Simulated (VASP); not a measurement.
# Bi3Br2: single point with PBE

Bi3Br2:

```
Bi Br
1.0
     2.92590    1.68927   13.28387
    -2.92590    1.68927   13.28387
     0.00000   -3.37853   13.28387
Bi Br
6 4
Direct
  0.07002 0.42998 0.75000
  0.75000 0.07002 0.42998
  0.42998 0.75000 0.07002
  0.92998 0.57002 0.25000
  0.25000 0.92998 0.57002
  0.57002 0.25000 0.92998
  0.85722 0.85722 0.85722
  0.64278 0.64278 0.64278
  0.14278 0.14278 0.14278
  0.35722 0.35722 0.35722
```

```
Program             : VASP 6.6.1
Task                : single point
Functional          : PBE
Potentials or basis : VASP PAW PBE potentials, release 64 (Bi_d, Br)
Cutoff              : 520 eV
k mesh              : 3 × 3 × 3
Occupations         : gaussian, width 0.1 eV
Spin                : no spin polarisation
```

```
Pressure               : 0.0 GPa
Largest force          : 0.010 eV/Å
Band gap on the k mesh : zero (bands 59 and 60 overlap by 2.05 eV)
```

Forces in eV/Å, atoms in the order of the input:
```
Bi  -0.010  0.000  0.000
Bi   0.005 -0.009  0.000
Bi   0.005  0.009  0.000
Bi   0.010  0.000  0.000
Bi  -0.005  0.009  0.000
Bi  -0.005 -0.009  0.000
Br   0.000  0.000  0.006
Br   0.000  0.000 -0.006
Br   0.000  0.000 -0.006
Br   0.000  0.000  0.006
```

Stress tensor (GPa, compression positive):
```
-0.08  0.00  0.00
 0.00 -0.08  0.00
 0.00  0.00  0.23
```

Levels at points of the mesh, in eV from the Fermi level:
```csv
k point,band 55,band 56,band 57,band 58,band 59,band 60,band 61,band 62,band 63,band 64
"(0.00, 0.00, 0.00)",-2.26,-2.26,-2.09,-2.00,-1.88,-1.88,-0.29,0.84,1.23,1.23
```

Run time: 15 min on 1 thread of AMD EPYC 9R45 96-Core Processor (Zen 5), with other jobs on the host, peak memory 1.7 GiB.

Caveat: the k points lie up to 0.42 Å⁻¹ apart, too coarse for converged energies and pressures of a metal; spin-orbit coupling is left out, which moves the levels of the heavy elements.
